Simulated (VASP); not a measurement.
## Hg: single point with LDA

Crystal: Hg.

```
Hg
1.0
     3.44194    0.00000    0.00000
    -1.72097    2.98081    0.00000
     0.00000    0.00000   11.06233
Hg
4
Direct
  0.00000 0.00000 0.00000
  0.33333 0.66667 0.25000
  0.00000 0.00000 0.50000
  0.66667 0.33333 0.75000
```

```yaml
Program: VASP 6.6.1
Task: single point
Functional: LDA
Potentials_or_basis: VASP PAW LDA potentials, release 64 (Hg)
Cutoff: 520 eV
k_mesh: 9 × 9 × 3
Occupations: methfessel-paxton, width 0.1 eV
Spin: no spin polarisation
Dipole_correction: no
Further_INCAR_settings: ALGO = Normal; EDIFF = 1e-06; NBANDS = 32
```

The pressure is -4.3 GPa and the band gap on the k mesh is zero (bands 24 and 25 overlap by 0.43 eV).

Stress tensor (GPa, compression positive):
```
-4.25  0.00  0.00
 0.00 -4.25  0.00
 0.00  0.00 -4.40
```

Levels at points of the mesh, in eV from the Fermi level:
```csv
k point,band 22,band 23,band 24,band 25,band 26,band 27
"(0.00, 0.00, 0.00)",-5.20,-5.20,-1.35,-0.42,6.42,6.43
```

Wall time 110 s on 1 thread of AMD EPYC 7R43 64-Core Processor (Zen 3), with other jobs on the host, peak memory 0.18 GiB.

Caveat: the cell stands under tension; spin-orbit coupling is left out, which moves the levels of the heavy elements.
